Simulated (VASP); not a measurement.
# BiTe (R-3m) in VASP: single point with BLYP

Aim: the single point of BiTe with BLYP.

All numbers are computed with VASP 6.6.1; they aren't measurements. Logs are shortened: lines on timing, memory, paths and dates and some standing lists are left out, and cuts for length are marked.

### 1 The cell of the first run

The structure is trigonal, space group R-3m (No. 166). The conventional cell has a = 4.767 Å, b = 4.767 Å, c = 11.347 Å, α = 90.00°, β = 90.00°, γ = 120.00°. Within 4.4 Å of Bi (site symmetry -3m) lie 6 Te at 3.34 Å. Within 4.4 Å of Te (site symmetry -3m) lie 6 Bi at 3.34 Å.

### 2 Single point, BLYP

INCAR

```
SYSTEM = BiTe
AGGAC = 1.0 ; AGGAX = 1.0
ALDAC = 0.0 ; ALDAX = 1.0
ALGO = Normal ; EDIFF = 1E-7
ENCUT = 520 ; GGA = B5
ISIF = 2 ; ISMEAR = -1
LASPH = .TRUE. ; LCHARG = .FALSE.
LREAL = .FALSE. ; LWAVE = .FALSE.
NBANDS = 18 ; NELM = 80
PREC = Accurate ; SIGMA = 0.05
```

KPOINTS

```
k-points
0
G
  7 7 7
  0 0 0
```

POSCAR

```
BiTe
1.0
    2.3834893171      1.3761081989      3.7824341874
   -2.3834893171      1.3761081989      3.7824341874
    0.0000000000     -2.7522163977      3.7824341874
Bi Te
1 1
Direct
    0.5000000000      0.5000000000      0.5000000000
    0.0000000000      0.0000000000      0.0000000000
```

Potentials or basis: VASP PAW PBE potentials, release 64 (Bi_d, Te).

Run with:

```bash
cat potpaw_PBE.64/Bi_d/POTCAR potpaw_PBE.64/Te/POTCAR > POTCAR
mpirun -np 1 vasp_std > vasp.out
```

OUTCAR:

```text
SYSTEM = BiTe
   EDIFF = 1E-7
   ENCUT = 520
   GGA = B5
   ISIF = 2
   ISMEAR = -1
   LASPH = .TRUE.
   LREAL = .FALSE.
   NELM = 80
   PREC = Accurate

 ion  position               nearest neighbor table
   1  0.500  0.500  0.500-   2 3.34   2 3.34   2 3.34   2 3.34   2 3.34   2 3.34
   2  0.000  0.000  0.000-   1 3.34   1 3.34   1 3.34   1 3.34   1 3.34   1 3.34

  LATTYP: Found a trigonal (rhomboedric) cell.
 ALAT       =     4.6777669333
 COS(alpha) =     0.4807467111

  Lattice vectors:

 A1 = (   2.3834893171,   1.3761081989,   3.7824341874)
 A2 = (  -2.3834893171,   1.3761081989,   3.7824341874)
 A3 = (   0.0000000000,  -2.7522163977,   3.7824341874)

Analysis of symmetry for initial positions (statically):
=====================================================================
 Subroutine PRICEL returns:
 Original cell was already a primitive cell.

 Routine SETGRP: Setting up the symmetry group for a
 trigonal (rhombohedral) supercell.

 Subroutine GETGRP returns: Found 12 space group operations
 (whereof 12 operations were pure point group operations)
 out of a pool of 12 trial point group operations.

The static configuration has the point symmetry D_3d.

Analysis of symmetry for dynamics (positions and initial velocities):
=====================================================================
 Subroutine PRICEL returns:
 Original cell was already a primitive cell.

 Routine SETGRP: Setting up the symmetry group for a
 trigonal (rhombohedral) supercell.

 Subroutine GETGRP returns: Found 12 space group operations
 (whereof 12 operations were pure point group operations)
 out of a pool of 12 trial point group operations.

The dynamic configuration has the point symmetry D_3d.

 Subroutine INISYM returns: Found 12 space group operations
 (whereof 12 operations are pure point group operations),
 and found     1 'primitive' translations

----------------------------------------------------------------------------------------

                                     Primitive cell

  volume of cell :      74.4369

  direct lattice vectors                    reciprocal lattice vectors
     2.383489317  1.376108199  3.782434187     0.209776480  0.121114507  0.088126671
    -2.383489317  1.376108199  3.782434187    -0.209776480  0.121114507  0.088126671
     0.000000000 -2.752216398  3.782434187     0.000000000 -0.242229015  0.088126671

  length of vectors
     4.677766933  4.677766933  4.677766933     0.257761917  0.257761917  0.257761917
[... 73 lines left out ...]
   ISTART =      0    job   : 0-new  1-cont  2-samecut
   ICHARG =      2    charge: 1-file 2-atom 10-const
   ISPIN  =      1    spin polarized calculation?
   LNONCOLLINEAR =      F non collinear calculations
   LSORBIT =      F    spin-orbit coupling
   LASPH  =      T    aspherical Exc in radial PAW
   ENCUT  =  520.0 eV  38.22 Ry    6.18 a.u.   8.70  8.70  8.70*2*pi/ulx,y,z
   NELM   =     80;   NELMIN=  2; NELMDL= -5     # of ELM steps
   EDIFF  = 0.1E-06   stopping-criterion for ELM
   LREAL  =      F    real-space projection
   EDIFFG = 0.1E-05   stopping-criterion for IOM
   NSW    =      0    number of steps for IOM
   IBRION =     -1    ionic relax: 0-MD 1-quasi-New 2-CG
   NFREE  =      0    steps in history (QN), initial steepest desc. (CG)
   ISIF   =      2    stress and relaxation
   ISYM   =      2    0-nonsym 1-usesym 2-fastsym
   POTIM  = 0.5000    time-step for ionic-motion
   TEBEG  =    0.0;   TEEND  =   0.0 temperature during run
   PSTRESS=    0.0 pullay stress
   NELECT =      21.0000    total number of electrons
   NUPDOWN=      -1.0000    fix difference up-down
   EMIN   =  10.00;   EMAX   =-10.00  energy-range for DOS
   EFERMI =   0.00;   METHOD = LEGACY
   ISMEAR =    -1;   SIGMA  =   0.05  broadening in eV -4-tet -1-fermi 0-gaus
   EFERMI_NEDOS =   21; number of points for ismear=-14 and -15
   IALGO  =     38    algorithm
   IMIX   =      4    mixing-type and parameters
     AMIX     =   0.40;   BMIX     =  1.00
     AMIX_MAG =   1.60;   BMIX_MAG =  1.00
  volume/ion in A,a.u.               =      37.22       251.16
  Fermi-wavevector in a.u.,A,eV,Ry     =   1.073705  2.029009 15.685384  1.152843
  Thomas-Fermi vector in A             =   2.209512
   LORBIT       =      0    0 simple, 1 ext, 2 COOP (PROOUT), +10 PAW based schemes
   GGA     = B5    functional components
   LHFCALC =     F    Hartree Fock is set to
   AEXX    =    0.0000 exact exchange contribution
   IVDW    =     0    specifies the selected vdW correction
   LEPSILON=     F    determine dielectric tensor
   LRPA    =     F    only Hartree local field effects (RPA)
 non-spin polarized calculation
  energy-cutoff  :      520.00
  volume of cell :       74.44
 maximum number of plane-waves:      2025
   NGX = 17   NGY = 17   NGZ = 17

 number of electron      21.0000003 magnetization

 Free energy of the ion-electron system (eV)
  ---------------------------------------------------
  ext. energy  EPLUGINS =         0.00000000
  ---------------------------------------------------
  free energy    TOTEN  =        -5.90467657 eV

  energy without entropy =       -5.88702882  energy(sigma->0) =       -5.89585270

 E-fermi :   6.0052     XC(G=0):  -8.3997

 val. band max:        5.9978517848   @ k =  -0.4286   0.1429  -0.0000
 cond. band min:       6.0363994612   @ k =  -0.2857   0.4286   0.2857
 fundamental gap:      0.0385476763
 Fermi energy:         6.0052448811

 k-point     1 :       0.0000    0.0000    0.0000
  band No.  band energies     occupation
      1     -17.0470      2.00000
      2     -17.0470      2.00000
      3     -17.0432      2.00000
      4     -17.0432      2.00000
      5     -17.0394      2.00000
      6      -6.9236      2.00000
[... 481 lines left out ...]
      5     -17.0365      2.00000
      6      -5.9497      2.00000
[... 10 lines left out ...]
     17      14.7073      0.00000
     18      14.9998      0.00000

 [... further k-points ...]
[... 5 lines left out ...]
  --------------------------------------------------------------------------------------
  -------------------------------------------------------------------------------------
  Total        0.0469767      0.0469767      0.0434847      0.0000000      0.0000000      0.0000000
  in kB        1.0111256      1.0111256      0.9359629      0.0000000      0.0000000      0.0000000
  external PRESSURE =       0.9860714 kB  Pullay stress =       0.0000000 kB

 VOLUME and BASIS-vectors are now :
 -----------------------------------------------------------------------------
  energy-cutoff  :      520.00
  volume of cell :       74.44
      direct lattice vectors                 reciprocal lattice vectors
     2.383489317  1.376108199  3.782434187     0.209776480  0.121114507  0.088126671
    -2.383489317  1.376108199  3.782434187    -0.209776480  0.121114507  0.088126671
     0.000000000 -2.752216398  3.782434187     0.000000000 -0.242229015  0.088126671

 POSITION                                       TOTAL-FORCE (eV/Angst)
 -----------------------------------------------------------------------------------
      0.00000      0.00000      5.67365         0.000000      0.000000      0.000000
      0.00000      0.00000      0.00000        -0.000000     -0.000000     -0.000000
 -----------------------------------------------------------------------------------
    total drift:                               -0.000000     -0.000000      0.000000

  FREE ENERGIE OF THE ION-ELECTRON SYSTEM (eV)
  ---------------------------------------------------
  free  energy   TOTEN  =        -5.9046765688 eV

  energy  without entropy=       -5.8870288242  energy(sigma->0) =       -5.89585270
```

OSZICAR:

```text
N       E                     dE             d eps       ncg     rms          rms(c)
DAV:   1     0.160529238749E+03    0.16053E+03   -0.98167E+03  1584   0.110E+03
DAV:   2     0.673718678568E+01   -0.15379E+03   -0.14996E+03  1706   0.302E+02
DAV:   3    -0.560747766977E+01   -0.12345E+02   -0.12194E+02  1936   0.893E+01
DAV:   4    -0.596697932844E+01   -0.35950E+00   -0.35834E+00  1924   0.165E+01
DAV:   5    -0.598170100368E+01   -0.14722E-01   -0.14720E-01  2130   0.310E+00    0.480E+00
DAV:   6    -0.589642852338E+01    0.85272E-01   -0.32128E-01  2238   0.357E+00    0.299E+00
DAV:   7    -0.590271186799E+01   -0.62833E-02   -0.38284E-02  1738   0.113E+00    0.994E-01
DAV:   8    -0.590430725753E+01   -0.15954E-02   -0.34145E-03  2060   0.316E-01    0.254E-01
DAV:   9    -0.590464992965E+01   -0.34267E-03   -0.66818E-04  1714   0.154E-01    0.770E-02
DAV:  10    -0.590466074040E+01   -0.10811E-04   -0.38110E-05  2124   0.473E-02    0.289E-02
DAV:  11    -0.590467736836E+01   -0.16628E-04   -0.27837E-05  1672   0.498E-02    0.642E-03
DAV:  12    -0.590467670441E+01    0.66396E-06   -0.23625E-06  2102   0.158E-02    0.375E-03
DAV:  13    -0.590467653167E+01    0.17274E-06   -0.29805E-07  1694   0.447E-03    0.746E-04
DAV:  14    -0.590467656880E+01   -0.37128E-07   -0.19033E-08  1328   0.117E-03
   1 F= -.59046766E+01 E0= -.58958527E+01  d E =-.176477E-01
```

stdout:

```text
POSCAR found type information on POSCAR BiTe
 POSCAR found :  2 types and       2 ions
 scaLAPACK will be used
 -----------------------------------------------------------------------------
|                                                                             |
|                                                                             |
|     You enforced a specific xc type in the INCAR file but a different       |
|     I HOPE YOU KNOW WHAT YOU ARE DOING!                                     |
|                                                                             |
 -----------------------------------------------------------------------------

 LDA part: xc-table for (Slater(with rela. corr.)+VWN5), standard interpolation
 POSCAR, INCAR and KPOINTS ok, starting setup
 FFT: planning ... GRIDC
 FFT: planning ... GRID_SOFT
 FFT: planning ... GRID
 WAVECAR not read
 entering main loop
```

It took 29 s on 1 thread of Intel Xeon 6975P-C (Granite Rapids), shared host; peak memory 0.22 GiB.

What came out:

```yaml
Free_energy: -5.9047 eV
Pressure: 0.1 GPa
```

Levels at points of the mesh, in eV from the Fermi level:
```csv
k point,band 8,band 9,band 10,band 11,band 12,band 13
"(0.00, 0.00, 0.00)",-2.39,-2.39,-2.17,1.82,1.92,1.92
```

Caveat: the PAW data sets were made with another functional, which shifts forces and pressure a little; spin-orbit coupling is left out, which moves the levels of the heavy elements.
